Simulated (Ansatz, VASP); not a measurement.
Hf8PO15: VASP beside Ansatz

```
Hf P O
1.0
     0.00000    5.11500    5.11500
     5.11500    0.00000    5.11500
     5.11500    5.11500    0.00000
Hf P O
8 1 15
Cartesian
  0.0000 0.0000 0.0000
  2.5575 2.5575 0.0000
  2.5575 0.0000 2.5575
  5.1150 2.5575 2.5575
  0.0000 2.5575 2.5575
  2.5575 5.1150 2.5575
  2.5575 2.5575 5.1150
  5.1150 5.1150 5.1150
  1.2788 1.2788 1.2788
  3.8363 3.8363 1.2788
  3.8363 1.2788 3.8363
  6.3938 3.8363 3.8363
  1.2788 3.8363 3.8363
  3.8363 6.3938 3.8363
  3.8363 3.8363 6.3938
  6.3938 6.3938 6.3938
  3.8363 3.8363 3.8363
  6.3938 6.3938 3.8363
  6.3937 3.8363 6.3938
  8.9512 6.3938 6.3938
  3.8363 6.3937 6.3937
  6.3938 8.9512 6.3937
  6.3937 6.3937 8.9512
  8.9512 8.9512 8.9512
```

Alike in both runs: task electric field gradients; functional PBE; k mesh 3 × 3 × 3; occupations fermi-dirac, width 0.01 eV; collinear spin.

```csv
,VASP,Ansatz
version,VASP 6.6.1,Ansatz 0.2.0
potentials or method,"VASP PAW PBE potentials, release 64 (Hf_pv, P, O)","plane-wave PAW, scalar-relativistic"
plane-wave cutoff (eV),520,420
valence electrons in the cell,175,303
```

Ansatz gave:

* pressure (GPa): 12.7
* rms of the force components (eV/Å): 1.391
* net moment per atom (μB): 0.00
* size of Vzz on the site where it differs most (V/Å²): 95.0

Problem. Estimate VASP's values.

Solution. Pressure (GPa): 9.5; rms of the force components (eV/Å): 1.418; net moment per atom (μB): 0.00; size of Vzz on the site where it differs most (V/Å²): 84.7.

Atom by atom the forces differ by 0.029 eV/Å (rms over components). VASP's potentials hold 175 valence electrons a cell and Ansatz's 303, so a difference there can come from the potentials and not from the codes. Ansatz's warnings: seeded moment not kept.

Spin-orbit coupling is off throughout.
